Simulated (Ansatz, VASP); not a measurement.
**One calculation of As, two programs**

```
CELL_PARAMETERS angstrom
3.00317 0.00000 0.00000
-1.50158 2.60082 0.00000
0.00000 0.00000 4.86513
ATOMIC_POSITIONS crystal
As 0.33333 0.66667 0.25000
As 0.66667 0.33333 0.75000
```

Alike in both runs: task relaxation of cell and atoms; functional PBE; k mesh 16 × 16 × 9; occupations fermi-dirac, width 0.1 eV; no spin polarisation.

|  | VASP | Ansatz |
| --- | --- | --- |
| version | VASP 6.6.1 | Ansatz 0.2.0 |
| potentials or method | VASP PAW PBE potentials, release 64 (As) | PAW with Ansatz's default frozen-core files, scalar-relativistic |
| plane-wave cutoff (eV) | 600 | 420 |
| valence electrons in the cell | 10 | 30 |

|  | VASP | Ansatz | Ansatz less VASP |
| --- | --- | --- | --- |
| relaxed volume (Å³/atom) | 19.41 | 19.40 | -0.016 |
| relaxed cell length with the largest relative difference (Å) | 5.120 | 5.119 | -0.0016 |

VASP's potentials hold 10 valence electrons a cell and Ansatz's 30, so a difference there can come from the potentials and not from the codes.
